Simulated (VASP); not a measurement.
# Pd (Fm-3m) in VASP: a series of runs

Runs on Pd. Level: PBE. Tasks: single point.

Everything below comes from runs of VASP 6.6.1. Logs are shortened: lines on timing, memory, paths and dates and some standing lists are left out, and cuts for length are marked.

### 1 The cell of the first run

It takes space group Fm-3m (No. 225, cubic). The conventional cell has a = 3.893 Å, b = 3.893 Å, c = 3.893 Å, α = 90.00°, β = 90.00°, γ = 90.00°. Pd (site symmetry m-3m) has 12 Pd at 2.75 Å within 3.6 Å.

### 2 Single point, PBE

File INCAR:

```
  ALGO = Normal
  EDIFF = 1E-6
  ENCUT = 520
  GGA = PE
  ISIF = 2
  ISMEAR = -1
  LASPH = True
  LCHARG = True
  LELF = True
  LREAL = False
  LVHAR = True
  LWAVE = False
  NBANDS = 11
  NELM = 100
  PREC = Accurate
  SIGMA = 0.08
```

File KPOINTS:

```
k-points
0
Gamma
  17 17 17
```

File POSCAR:

```
Pd
1.0
    0.0000000000      1.9465000000      1.9465000000
    1.9465000000      0.0000000000      1.9465000000
    1.9465000000      1.9465000000      0.0000000000
Pd
1
Direct
    0.0000000000      0.0000000000      0.0000000000
```

Potentials or basis: VASP PAW PBE potentials, release 64 (Pd).

Started as:

```
> cat potpaw_PBE.64/Pd/POTCAR > POTCAR
> mpirun -np 1 vasp_std > vasp.out
```

OUTCAR:

```text
EDIFF = 1E-6
   ENCUT = 520
   GGA = PE
   ISIF = 2
   ISMEAR = -1
   LASPH = True
   LREAL = False
   NELM = 100
   PREC = Accurate

 ion  position               nearest neighbor table
   1  0.000  0.000  0.000-

  LATTYP: Found a face centered cubic cell.
 ALAT       =     3.8930000000

  Lattice vectors:

 A1 = (   0.0000000000,   1.9465000000,   1.9465000000)
 A2 = (   1.9465000000,   0.0000000000,   1.9465000000)
 A3 = (   1.9465000000,   1.9465000000,   0.0000000000)

Analysis of symmetry for initial positions (statically):
=====================================================================
 Subroutine PRICEL returns:
 Original cell was already a primitive cell.

 Routine SETGRP: Setting up the symmetry group for a
 face centered cubic supercell.

 Subroutine GETGRP returns: Found 48 space group operations
 (whereof 48 operations were pure point group operations)
 out of a pool of 48 trial point group operations.

The static configuration has the point symmetry O_h .

Analysis of symmetry for dynamics (positions and initial velocities):
=====================================================================
 Subroutine PRICEL returns:
 Original cell was already a primitive cell.

 Routine SETGRP: Setting up the symmetry group for a
 face centered cubic supercell.

 Subroutine GETGRP returns: Found 48 space group operations
 (whereof 48 operations were pure point group operations)
 out of a pool of 48 trial point group operations.

The dynamic configuration has the point symmetry O_h .

 Subroutine INISYM returns: Found 48 space group operations
 (whereof 48 operations are pure point group operations),
 and found     1 'primitive' translations

----------------------------------------------------------------------------------------

                                     Primitive cell

  volume of cell :      14.7500

  direct lattice vectors                    reciprocal lattice vectors
     0.000000000  1.946500000  1.946500000    -0.256871307  0.256871307  0.256871307
     1.946500000  0.000000000  1.946500000     0.256871307 -0.256871307  0.256871307
     1.946500000  1.946500000  0.000000000     0.256871307  0.256871307 -0.256871307

  length of vectors
     2.752766699  2.752766699  2.752766699     0.444914156  0.444914156  0.444914156

  position of ions in fractional coordinates (direct lattice)
     0.000000000  0.000000000  0.000000000

  ion indices of the primitive-cell ions
   primitive index   ion index
                 1           1
[... 78 lines left out ...]
   ISIF   =      2    stress and relaxation
   ISYM   =      2    0-nonsym 1-usesym 2-fastsym
   POTIM  = 0.5000    time-step for ionic-motion
   TEBEG  =    0.0;   TEEND  =   0.0 temperature during run
   PSTRESS=    0.0 pullay stress
   NELECT =      10.0000    total number of electrons
   NUPDOWN=      -1.0000    fix difference up-down
   EMIN   =  10.00;   EMAX   =-10.00  energy-range for DOS
   EFERMI =   0.00;   METHOD = LEGACY
   ISMEAR =    -1;   SIGMA  =   0.08  broadening in eV -4-tet -1-fermi 0-gaus
   EFERMI_NEDOS =   21; number of points for ismear=-14 and -15
   IALGO  =     38    algorithm
   IMIX   =      4    mixing-type and parameters
     AMIX     =   0.40;   BMIX     =  1.00
     AMIX_MAG =   1.60;   BMIX_MAG =  1.00
  volume/ion in A,a.u.               =      14.75        99.54
  Fermi-wavevector in a.u.,A,eV,Ry     =   1.438171  2.717748 28.141404  2.068335
  Thomas-Fermi vector in A             =   2.557167
   LORBIT       =      0    0 simple, 1 ext, 2 COOP (PROOUT), +10 PAW based schemes
   GGA     = PE    functional components
   LHFCALC =     F    Hartree Fock is set to
   AEXX    =    0.0000 exact exchange contribution
   IVDW    =     0    specifies the selected vdW correction
   LEPSILON=     F    determine dielectric tensor
   LRPA    =     F    only Hartree local field effects (RPA)
 non-spin polarized calculation
  energy-cutoff  :      520.00
  volume of cell :       14.75
 maximum number of plane-waves:       411
   NGX = 11   NGY = 11   NGZ = 11

 number of electron      10.0000000 magnetization

 number of electron       9.9999999 magnetization

 Free energy of the ion-electron system (eV)
  ---------------------------------------------------
  ext. energy  EPLUGINS =         0.00000000
  ---------------------------------------------------
  free energy    TOTEN  =        -5.22688520 eV

  energy without entropy =       -5.17980213  energy(sigma->0) =       -5.20334367

 E-fermi :   9.7846     XC(G=0): -13.1864

 val. band max:        9.7831428794   @ k =   0.3529   0.2353   0.0000
 cond. band min:       9.7963573310   @ k =  -0.4706   0.4706   0.0000
 fundamental gap:      0.0132144516
 Fermi energy:         9.7846256758

 k-point     1 :       0.0000    0.0000    0.0000
  band No.  band energies     occupation
      1       2.6434      2.00000
      2       6.9396      2.00000
      3       6.9396      2.00000
      4       6.9396      2.00000
      5       8.5483      2.00000
      6       8.5483      2.00000
      7      26.9770      0.00000
      8      31.7532      0.00000
      9      31.7532      0.00000
     10      31.7532      0.00000
     11      35.9904      0.00000
[... 309 lines left out ...]
 k-point    24 :      -0.1176    0.0588    0.0000
  band No.  band energies     occupation
      1       3.4009      2.00000
      2       6.6766      2.00000
      3       7.1743      2.00000
      4       7.2051      2.00000
      5       8.3221      2.00000
      6       8.6188      2.00000
      7      27.5068      0.00000
      8      28.6352      0.00000
      9      31.5885      0.00000
     10      33.1598      0.00000
     11      36.0173      0.00000

 [... further k-points ...]

------------------------ aborting loop because EDIFF is reached ----------------------------------------

  FORCE on cell =-STRESS in cart. coord.  units (eV):
  Direction    XX          YY          ZZ          XY          YZ          ZX
  --------------------------------------------------------------------------------------
  -------------------------------------------------------------------------------------
  Total        0.6460682      0.6460682      0.6460682      0.0000000      0.0000000     -0.0000000
  in kB       70.1771466     70.1771466     70.1771466      0.0000000      0.0000000     -0.0000000
  external PRESSURE =      70.1771466 kB  Pullay stress =       0.0000000 kB

 VOLUME and BASIS-vectors are now :
 -----------------------------------------------------------------------------
  energy-cutoff  :      520.00
  volume of cell :       14.75
      direct lattice vectors                 reciprocal lattice vectors
     0.000000000  1.946500000  1.946500000    -0.256871307  0.256871307  0.256871307
     1.946500000  0.000000000  1.946500000     0.256871307 -0.256871307  0.256871307
     1.946500000  1.946500000  0.000000000     0.256871307  0.256871307 -0.256871307

 POSITION                                       TOTAL-FORCE (eV/Angst)
 -----------------------------------------------------------------------------------
      0.00000      0.00000      0.00000         0.000000      0.000000      0.000000
 -----------------------------------------------------------------------------------
    total drift:                                0.000000      0.000000      0.000000

  FREE ENERGIE OF THE ION-ELECTRON SYSTEM (eV)
  ---------------------------------------------------
  free  energy   TOTEN  =        -5.2268851999 eV

  energy  without entropy=       -5.1798021327  energy(sigma->0) =       -5.20334367
```

Wall time 24 s (1 thread of Intel Xeon 8259CL, shared host); peak memory 0.14 GiB.

What came out:

```
Free energy            : -5.2269 eV
Pressure               : 7.0 GPa
Band gap on the k mesh : zero (bands 5 and 6 overlap by 1.56 eV)
```

Caveat: the cell stands under pressure.

### 3 Single point, PBE

File INCAR:

```
SYSTEM = Pd
PREC = Accurate
ENCUT = 520
EDIFF = 1E-6
ISMEAR = -1
SIGMA = 0.08
LREAL = .FALSE.
LASPH = .TRUE.
NELM = 100
ALGO = Normal
ISIF = 2
LWAVE = .FALSE.
LCHARG = .FALSE.
GGA = PE
NBANDS = 11
```

File KPOINTS:

```
Automatic mesh
0
G
  17 17 17
  0 0 0
```

POSCAR is that of step 2.

Potentials or basis: VASP PAW PBE potentials, release 64 (Pd).

Started as:

```
> cat potpaw_PBE.64/Pd/POTCAR > POTCAR
> mpirun -np 1 vasp_std > vasp.out
```

Run time: 23 s. Hardware: 1 thread of Intel Xeon 8259CL, shared host; peak memory 0.14 GiB.

The run converged. Its results:

| Item | Value |
| --- | --- |
| Free energy | -5.2269 eV |
| Pressure | 7.0 GPa |
| Band gap on the k mesh | zero (bands 5 and 6 overlap by 1.56 eV) |

Levels at points of the mesh, in eV from the Fermi level:
| k point | band 3 | band 4 | band 5 | band 6 | band 7 | band 8 |
| --- | --- | --- | --- | --- | --- | --- |
| (0.00, 0.00, 0.00) | -2.85 | -2.85 | -1.24 | -1.24 | 17.19 | 21.97 |

Caveat: the cell stands under pressure.

### 4 Single point, PBE, collinear spin, zero start

File INCAR:

```
ALGO = Normal
EDIFF = 1E-7
ENCUT = 520
GGA = PE
ISIF = 2
ISMEAR = -1
ISPIN = 2
LASPH = T
LCHARG = T
LELF = T
LMAXMIX = 4
LORBIT = 11
LREAL = F
LVHAR = T
LWAVE = F
MAGMOM = 0
NBANDS = 15
NELM = 150
NUPDOWN = 0.0
PREC = Accurate
SIGMA = 0.08
```

File KPOINTS:

```
k-points
0
Gamma
  17 17 17
```

POSCAR is that of step 3.

Started as:

```
> cat potpaw_PBE.64/Pd/POTCAR > POTCAR
> mpirun -np 1 vasp_std > vasp.out
```

Wall time 96 s (1 thread of Intel Xeon 8259CL, shared host); peak memory 0.17 GiB.

It converged, with:

```
Free energy                                           : -5.2269 eV
Pressure                                              : 7.0 GPa
Net moment                                            : 0.00 μB per cell
Valence electrons inside the program's atomic spheres : Pd 9.44
```

Caveat: the cell stands under pressure; the total moment is fixed, so each spin has its own Fermi level.
